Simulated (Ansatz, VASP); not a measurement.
## Se: VASP beside Ansatz

The input INCAR:

```
PREC = Accurate
ENCUT = 520
EDIFF = 1E-6
ISMEAR = -1
SIGMA = 0.03
LREAL = False
LASPH = True
NELM = 60
ALGO = Normal
ISIF = 2
LWAVE = False
LCHARG = False
GGA = PS
NBANDS = 16
```

The input KPOINTS:

```
regular mesh
0
Gamma
  6 6 5
```

File POSCAR:

```
Se
1.0
    4.3661999489     -0.0218309997     -0.0218309997
   -2.2020061749      3.7921555737     -0.0079907005
   -0.0247680000     -0.0247680000      4.9536000000
Se
3
Direct
    0.2254000000      0.0000000000      0.3333333333
    0.0000000000      0.2254000000      0.6666666667
    0.7746000000      0.7746000000      0.0000000000
```

Input for Ansatz:

```yaml
crystal:
  lattice:
    - [4.3661999489, -0.0218309997, -0.0218309997]
    - [-2.2020061749, 3.7921555737, -0.0079907005]
    - [-0.024768, -0.024768, 4.9536]
  atoms:
    - { symbol: Se, position: [0.2254, 0.0, 0.3333333333] }
    - { symbol: Se, position: [0.0, 0.2254, 0.6666666667] }
    - { symbol: Se, position: [0.7746, 0.7746, 0.0] }
kpoints:
  mp_grid: { grid: [6, 6, 5] }
  band_path:
    path:
      - [0.0, 0.0, 0.0]
      - [0.0, 0.0, 0.5]
      - [-0.5, 0.5, 0.0]
      - [0.0, 0.0, 0.0]
      - [0.0, -0.5, 0.0]
      - [-0.5, 0.0, 0.5]
      - [0.0, 0.0, 0.0]
      - [-0.5, 0.0, 0.0]
      - [0.0, -0.5, 0.5]
    npoints: 5
scf:
  occupations: { method: fermi_dirac, width: 0.03 }
hamiltonian:
  xc: pbesol
  pseudopotentials: { kind: all_electron, lapw: { basis_error: 0.001 } }
output:
  forces: true
  stress: true
  eigenvalues: true
```

Change from the starting cell: equal xy, yz and zx shear strains of -1 %.

Alike in both runs: task single point; functional PBEsol; k mesh 6 × 6 × 5; occupations fermi-dirac, width 0.03 eV; no spin polarisation.

|  | VASP | Ansatz |
| --- | --- | --- |
| version | VASP 6.6.1 | Ansatz 0.2.0 |
| potentials or method | VASP PAW PBE potentials, release 64 (Se), cutoff 520 eV | all-electron LAPW, scalar-relativistic |

Ansatz gave:

| Item | Value |
| --- | --- |
| gap on the k mesh at the Fermi level (eV) | 1.19 |
| pressure (GPa) | 0.2 |
| traceless stress, the component that is largest in VASP (GPa) | 0.96 |
| rms of the force components (eV/Å) | 0.193 |

Question: Estimate VASP's values.

Answer: gap on the k mesh at the Fermi level (eV): 1.18; pressure (GPa): 0.4; traceless stress, the component that is largest in VASP (GPa): 1.04; rms of the force components (eV/Å): 0.219.

VASP's potentials were made for PBE, not for PBEsol. Atom by atom the forces differ by 0.029 eV/Å (rms over components). Ansatz ran all-electron here, and VASP with PAW potentials.
